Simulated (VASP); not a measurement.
The system is Cr.

```xyz
1
Lattice="-1.3942 1.3942 1.3942 1.3942 -1.3942 1.3942 1.3942 1.3942 -1.3942" Properties=species:S:1:pos:R:3 pbc="T T T"
Cr    0.0000    0.0000    0.0000
```

Base run:

| Property | Result |
| --- | --- |
| Program | VASP 6.6.1 |
| Functional | LDA |
| Potentials or basis | VASP PAW LDA potentials, release 64 (Cr_pv) |
| Cutoff | 520 eV |
| k mesh | 16 × 16 × 16 |
| Occupations | fermi-dirac, width 0.3 eV |
| Spin | no spin polarisation |

Its results: band gap on the k mesh zero (band 6 reaches 14.48 eV, above the bottom of band 7 at 10.77 eV); pressure 2.4 GPa.

**Question.** After a change of settings the same cell gave: band gap on the k mesh zero (band 6 reaches 14.43 eV, above the bottom of band 7 at 10.72 eV); pressure -0.1 GPa. Which change was it?
A. cutoff from 520 eV to 500 eV; occupations from fermi-dirac, width 0.3 eV to gaussian, width 0.1 eV
B. occupations from fermi-dirac, width 0.3 eV to methfessel-paxton, width 1 eV; further incar settings from ALGO = Normal; EDIFF = 1e-06; NBANDS = 12 to ALGO = Normal; EDIFF = 1e-07; NBANDS = 12
C. cutoff from 520 eV to 500 eV; k mesh from 16 × 16 × 16 to 6 × 6 × 6; occupations from fermi-dirac, width 0.3 eV to fermi-dirac, width 0.1 eV
D. cutoff from 520 eV to 500 eV; k mesh from 16 × 16 × 16 to 8 × 8 × 8; occupations from fermi-dirac, width 0.3 eV to fermi-dirac, width 0.1 eV

**Answer.** A.

Caveats: the run has no spin polarisation, though such a crystal can be magnetic.
